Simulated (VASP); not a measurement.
# CaSe (I4/mmm) in VASP: further runs, part 2 of 2

VASP 6.6.1. The steps go on from the part before.

### Step 3. Single point, PBE (uniaxial z strain +2.0%)

The input, INCAR:

```
SYSTEM = CaSe
PREC = Accurate
ENCUT = 520
EDIFF = 1E-6
ISMEAR = -1
SIGMA = 0.02
LREAL = .FALSE.
LASPH = .TRUE.
NELM = 100
ALGO = Normal
ISIF = 2
LWAVE = .FALSE.
LCHARG = .FALSE.
GGA = PE
NBANDS = 15
```

The input, KPOINTS:

```
regular mesh
0
G
  8 8 8
  0 0 0
```

The input, POSCAR:

```
CaSe
1.0
    0.0000000000      2.9675351127      3.0268858150
    2.9675351127      0.0000000000      3.0268858150
    2.9675351127      2.9675351127      0.0000000000
Ca Se
1 1
Direct
    0.0000000000      0.0000000000      0.0000000000
    0.5000000000      0.5000000000      0.5000000000
```

Potentials or basis: VASP PAW PBE potentials, release 64 (Ca_sv, Se).

The run is started by

```sh
> cat potpaw_PBE.64/Ca_sv/POTCAR potpaw_PBE.64/Se/POTCAR > POTCAR
> mpirun -np 1 vasp_std > vasp.out
```

OUTCAR:

```text
SYSTEM = CaSe
   PREC = Accurate
   ENCUT = 520
   EDIFF = 1E-6
   ISMEAR = -1
   LREAL = .FALSE.
   LASPH = .TRUE.
   NELM = 100
   ISIF = 2
   GGA = PE

 ion  position               nearest neighbor table
   1  0.000  0.000  0.000-   2 2.97   2 2.97   2 2.97   2 2.97
   2  0.500  0.500  0.500-   1 2.97   1 2.97   1 2.97   1 2.97

  LATTYP: Found a body centered tetragonal cell.
 ALAT       =     4.1967284032
 C/A-ratio  =     1.4424978336

  Lattice vectors:

 A1 = (  -2.9675351127,   0.0000000000,   3.0268858150)
 A2 = (   2.9675351127,   0.0000000000,   3.0268858150)
 A3 = (   0.0000000000,   2.9675351127,  -3.0268858150)

Analysis of symmetry for initial positions (statically):
=====================================================================
 Subroutine PRICEL returns:
 Original cell was already a primitive cell.

 Routine SETGRP: Setting up the symmetry group for a
 body centered tetragonal supercell.

 Subroutine GETGRP returns: Found 16 space group operations
 (whereof 16 operations were pure point group operations)
 out of a pool of 16 trial point group operations.

The static configuration has the point symmetry D_4h.

Analysis of symmetry for dynamics (positions and initial velocities):
=====================================================================
 Subroutine PRICEL returns:
 Original cell was already a primitive cell.

 Routine SETGRP: Setting up the symmetry group for a
 body centered tetragonal supercell.

 Subroutine GETGRP returns: Found 16 space group operations
 (whereof 16 operations were pure point group operations)
 out of a pool of 16 trial point group operations.

The dynamic configuration has the point symmetry D_4h.

 Subroutine INISYM returns: Found 16 space group operations
 (whereof 16 operations are pure point group operations),
 and found     1 'primitive' translations

[... 120 lines left out ...]
   LHFCALC =     F    Hartree Fock is set to
   AEXX    =    0.0000 exact exchange contribution
   IVDW    =     0    specifies the selected vdW correction
   LEPSILON=     F    determine dielectric tensor
   LRPA    =     F    only Hartree local field effects (RPA)
 non-spin polarized calculation
  energy-cutoff  :      520.00
  volume of cell :       53.31
 maximum number of plane-waves:      1456
   NGX = 15   NGY = 15   NGZ = 15

 number of electron      15.9999998 magnetization

 Free energy of the ion-electron system (eV)
  ---------------------------------------------------
  ext. energy  EPLUGINS =         0.00000000
  ---------------------------------------------------
  free energy    TOTEN  =        -9.48230618 eV

  energy without entropy =       -9.48230618  energy(sigma->0) =       -9.48230618

 E-fermi :   2.6740     XC(G=0):  -9.0294

 val. band max:        2.2451300282   @ k =   0.0000   0.0000   0.0000
 cond. band min:       4.3335166736   @ k =   0.5000   0.0000   0.5000
 fundamental gap:      2.0883866453
 Fermi energy:         2.6740264709

 k-point     1 :       0.0000    0.0000    0.0000
  band No.  band energies     occupation
      1     -37.5960      2.00000
      2     -18.5894      2.00000
      3     -18.5825      2.00000
      4     -18.5825      2.00000
      5      -9.4548      2.00000
      6       2.2402      2.00000
      7       2.2451      2.00000
      8       2.2451      2.00000
      9       5.4120      0.00000
     10       5.8750      0.00000
     11       6.0003      0.00000
     12       6.0003      0.00000
     13       6.4839      0.00000
     14       6.5298      0.00000
[... 401 lines left out ...]
      2     -18.6567      2.00000
      3     -18.5989      2.00000
      4     -18.5919      2.00000
      5      -8.9645      2.00000
      6      -0.3132      2.00000
      7       1.1618      2.00000
      8       1.3491      2.00000
      9       5.9076      0.00000
     10       7.2113      0.00000
     11       7.4019      0.00000
     12       7.9027      0.00000
     13       8.0700      0.00000
     14       9.4467      0.00000
     15      10.7320      0.00000

 [... further k-points ...]

------------------------ aborting loop because EDIFF is reached ----------------------------------------

  FORCE on cell =-STRESS in cart. coord.  units (eV):
  Direction    XX          YY          ZZ          XY          YZ          ZX
  --------------------------------------------------------------------------------------
  -------------------------------------------------------------------------------------
  Total        0.1149351      0.1149351     -0.4124206      0.0000000     -0.0000000      0.0000000
  in kB        3.4541855      3.4541855    -12.3946192      0.0000000     -0.0000000      0.0000000
  external PRESSURE =      -1.8287494 kB  Pullay stress =       0.0000000 kB

 VOLUME and BASIS-vectors are now :
 -----------------------------------------------------------------------------
  energy-cutoff  :      520.00
  volume of cell :       53.31
      direct lattice vectors                 reciprocal lattice vectors
     0.000000000  2.967535113  3.026885815    -0.168490003  0.168490003  0.165186277
     2.967535113  0.000000000  3.026885815     0.168490003 -0.168490003  0.165186277
     2.967535113  2.967535113  0.000000000     0.168490003  0.168490003 -0.165186277

 POSITION                                       TOTAL-FORCE (eV/Angst)
 -----------------------------------------------------------------------------------
      0.00000      0.00000      0.00000         0.000000     -0.000000      0.000000
      2.96754      2.96754      3.02689        -0.000000      0.000000     -0.000000
 -----------------------------------------------------------------------------------
    total drift:                                0.000000     -0.000000     -0.000000

  FREE ENERGIE OF THE ION-ELECTRON SYSTEM (eV)
  ---------------------------------------------------
  free  energy   TOTEN  =        -9.4823061778 eV

  energy  without entropy=       -9.4823061778  energy(sigma->0) =       -9.48230618
```

OSZICAR:

```text
N       E                     dE             d eps       ncg     rms          rms(c)
DAV:   1     0.106621121560E+03    0.10662E+03   -0.75029E+03  1770   0.980E+02
DAV:   2    -0.495603905259E+01   -0.11158E+03   -0.10619E+03  2246   0.242E+02
DAV:   3    -0.940225984233E+01   -0.44462E+01   -0.44045E+01  2399   0.460E+01
DAV:   4    -0.962762916011E+01   -0.22537E+00   -0.22527E+00  2456   0.837E+00
DAV:   5    -0.962918891934E+01   -0.15598E-02   -0.15597E-02  2348   0.773E-01    0.426E+00
DAV:   6    -0.948457804478E+01    0.14461E+00   -0.19673E-01  2071   0.232E+00    0.252E+00
DAV:   7    -0.947786814267E+01    0.67099E-02   -0.10045E-01  2269   0.198E+00    0.826E-01
DAV:   8    -0.948206500689E+01   -0.41969E-02   -0.12443E-02  1847   0.844E-01    0.119E-01
DAV:   9    -0.948216069204E+01   -0.95685E-04   -0.67492E-04  2327   0.255E-01    0.493E-02
DAV:  10    -0.948228723089E+01   -0.12654E-03   -0.16779E-04  1952   0.799E-02    0.154E-02
DAV:  11    -0.948230782615E+01   -0.20595E-04   -0.47332E-05  2085   0.591E-02    0.108E-02
DAV:  12    -0.948230662804E+01    0.11981E-05   -0.24492E-06  2156   0.115E-02    0.494E-03
DAV:  13    -0.948230617777E+01    0.45027E-06   -0.91486E-07  1410   0.633E-03
   1 F= -.94823062E+01 E0= -.94823062E+01  d E =-.237906E-11
```

stdout:

```text
POSCAR found type information on POSCAR CaSe
 POSCAR found :  2 types and       2 ions
 scaLAPACK will be used
 LDA part: xc-table for (Slater+PW92), standard interpolation
 POSCAR, INCAR and KPOINTS ok, starting setup
 FFT: planning ... GRIDC
 FFT: planning ... GRID_SOFT
 FFT: planning ... GRID
 WAVECAR not read
 entering main loop
```

It took 22 s on 1 thread of AMD EPYC 9R45 (Zen 5), shared host; peak memory 0.17 GiB.

What came out:

```
Free energy            : -9.4823 eV
Pressure               : -0.2 GPa
Band gap on the k mesh : 2.09 eV, indirect (least direct gap 2.96 eV)
```

Levels at points of the mesh, in eV from the valence-band top:
```tsv
k point	band 5	band 6	band 7	band 8	band 9	band 10	band 11	band 12
(0.00, 0.00, 0.00)	-11.70	0.00	0.00	0.00	3.17	3.63	3.76	3.76
(0.50, 0.00, 0.00)	-11.06	-3.17	-1.14	-1.14	4.46	5.39	5.41	5.45
(0.50, 0.50, 0.00)	-11.17	-2.48	-0.86	-0.86	2.10	4.94	4.96	5.88
(0.50, 0.00, 0.50)	-11.15	-2.43	-0.95	-0.90	2.09	4.87	5.04	5.90
```

Caveat: the cell differs from its parent crystal (uniaxial z strain +2.0%).

### Step 4. Single point, PBE (epitaxial xy strain +2.0%)

The input, INCAR:

```
ALGO = Normal
EDIFF = 1E-7
ENCUT = 520
GGA = PE
ISIF = 2
ISMEAR = -1
LASPH = T
LCHARG = T
LELF = T
LREAL = F
LVHAR = T
LWAVE = F
NBANDS = 15
NELM = 60
PREC = Accurate
SIGMA = 0.02
```

The input, KPOINTS:

```
k-points
0
Gamma
  8 8 8
```

The input, POSCAR:

```
CaSe
1.0
    0.0000000000      3.0268858150      2.9474478378
    3.0268858150      0.0000000000      2.9474478378
    3.0268858150      3.0268858150      0.0000000000
Ca Se
1 1
Direct
    0.0000000000      0.0000000000      0.0000000000
    0.5000000000      0.5000000000      0.5000000000
```

The run is started by

```sh
> cat potpaw_PBE.64/Ca_sv/POTCAR potpaw_PBE.64/Se/POTCAR > POTCAR
> mpirun -np 1 vasp_std > vasp.out
```

It took 24 s on 1 thread of AMD EPYC 9R45 (Zen 5), shared host; peak memory 0.17 GiB.

It converged, with:

```yaml
Free_energy: -9.4773 eV
Pressure: -0.7 GPa
Band_gap_on_the_k_mesh: 2.11 eV, indirect (least direct gap 2.96 eV)
```

Stress tensor (GPa, compression positive):
```
-1.47  0.00  0.00
 0.00 -1.47  0.00
 0.00  0.00  0.71
```

Levels at points of the mesh, in eV from the valence-band top:
| k point | band 4 | band 5 | band 6 | band 7 | band 8 | band 9 | band 10 | band 11 | band 12 | band 13 |
| --- | --- | --- | --- | --- | --- | --- | --- | --- | --- | --- |
| (0.00, 0.00, 0.00) | -20.86 | -11.66 | 0.00 | 0.00 | 0.00 | 3.09 | 3.66 | 3.66 | 3.83 | 4.20 |
| (0.50, 0.00, 0.00) | -20.87 | -11.04 | -3.13 | -1.12 | -1.11 | 4.44 | 5.34 | 5.39 | 5.42 | 7.16 |
| (0.50, 0.50, 0.00) | -20.90 | -11.11 | -2.36 | -0.96 | -0.96 | 2.11 | 4.84 | 5.00 | 5.87 | 5.89 |
| (0.50, 0.00, 0.50) | -20.89 | -11.14 | -2.44 | -0.90 | -0.83 | 2.12 | 4.81 | 5.01 | 5.83 | 5.85 |

Caveat: the cell differs from its parent crystal (epitaxial xy strain +2.0%). A k mesh can miss the band edges.

### Step 5. Overview

```tsv
cell	gap on the mesh (eV)	pressure (GPa)
a = 4.211, b = 4.211, c = 4.239 Å, angles 59.8, 59.8, 60.4°, 2 atoms	2.08	0.0
a = 4.239, b = 4.239, c = 4.197 Å, angles 60.3, 60.3, 59.3°, 2 atoms	2.09	-0.2
a = 4.225, b = 4.225, c = 4.281 Å, angles 59.6, 59.6, 60.9°, 2 atoms	2.11	-0.7
```

Alike in all rows: task single point; level PBE; potentials or basis VASP PAW PBE potentials, release 64 (Ca_sv, Se); no spin polarisation; k mesh 8 × 8 × 8; cutoff (eV) 520; smearing fermi-dirac 0.02 eV.

Absolute energies hang on the potentials; compare differences alone.
